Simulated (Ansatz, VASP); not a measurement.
One calculation of MoS, two programs

Contents of POSCAR:

```
MoS
1.0
    3.3928908462      0.0000000000      0.0000000000
    0.0000000000      3.3928908462      0.0000000000
    0.0000000000      0.0000000000      3.3928908462
Mo S
1 1
Direct
    0.0000000000      0.0000000000      0.0000000000
    0.5000000000      0.5000000000      0.5000000000
```

Contents of INCAR.step1:

```
SYSTEM = MoS
ALGO = Normal
EDIFF = 1E-4
ENCUT = 520
GGA = PE
ISMEAR = 0
LASPH = .TRUE.
LCHARG = .FALSE.
LDAU = .TRUE.
LDAUJ = 0 0
LDAUL = 2 -1
LDAUTYPE = 2
LDAUU = 4.38 0
LMAXMIX = 4
LREAL = .FALSE.
LWAVE = .TRUE.
NBANDS = 17
NELM = 150
PREC = Accurate
SIGMA = 0.1
```

Contents of INCAR.step2:

```
SYSTEM = MoS
ALGO = Normal
EDIFF = 1E-6
ENCUT = 520
ISIF = 2
ISMEAR = 0
ISTART = 1
LASPH = .TRUE.
LCHARG = .FALSE.
LDAU = .TRUE.
LDAUJ = 0 0
LDAUL = 2 -1
LDAUPRINT = 1
LDAUTYPE = 2
LDAUU = 4.38 0
LMAXMIX = 4
LMIXTAU = .TRUE.
LREAL = .FALSE.
LWAVE = .FALSE.
METAGGA = R2SCAN
NBANDS = 17
NELM = 150
PREC = Accurate
SIGMA = 0.1
```

File KPOINTS:

```
k-points
0
G
  12 12 12
  0 0 0
```

Input for Ansatz:

```yaml
crystal:
  lattice:
    - [3.3928908462, 0.0, 0.0]
    - [0.0, 3.3928908462, 0.0]
    - [0.0, 0.0, 3.3928908462]
  atoms:
    - { symbol: Mo, position: [0.0, 0.0, 0.0] }
    - { symbol: S, position: [0.5, 0.5, 0.5] }
basis:
  ecutwfc: 500
kpoints:
  mp_grid: { grid: [12, 12, 12] }
hamiltonian:
  xc: r2scan
  hubbard: { sites: [{ species: Mo, l: d, u_eff: 4.38 }] }
scf:
  occupations: { method: gaussian, width: 0.1 }
output:
  forces: true
  stress: true
  eigenvalues: true
```

Alike in both runs: task single point; functional r2SCAN; k mesh 12 × 12 × 12; occupations gaussian, width 0.1 eV; no spin polarisation; Hubbard terms Mo d U = 4.38 eV.

|  | VASP | Ansatz |
| --- | --- | --- |
| version | VASP 6.6.1 | Ansatz 0.2.0 |
| potentials or method | VASP PAW PBE potentials, release 64 (Mo_sv, S), cutoff 520 eV | scalar-relativistic, plane waves, PAW |
| valence electrons in the cell | 20 | 20 |

|  | VASP | Ansatz | Ansatz less VASP |
| --- | --- | --- | --- |
| gap on the k mesh at the Fermi level (eV) | 1.13 | 1.79 | +0.654 |
| least direct gap on the mesh (eV) | 1.26 | 2.07 | +0.807 |
| pressure (GPa) | -13.8 | -12.9 | +0.95 |

VASP's potentials were made for PBE, not for r2SCAN. The programs project onto different local orbitals, so the same U acts differently, and such runs can settle in different states.
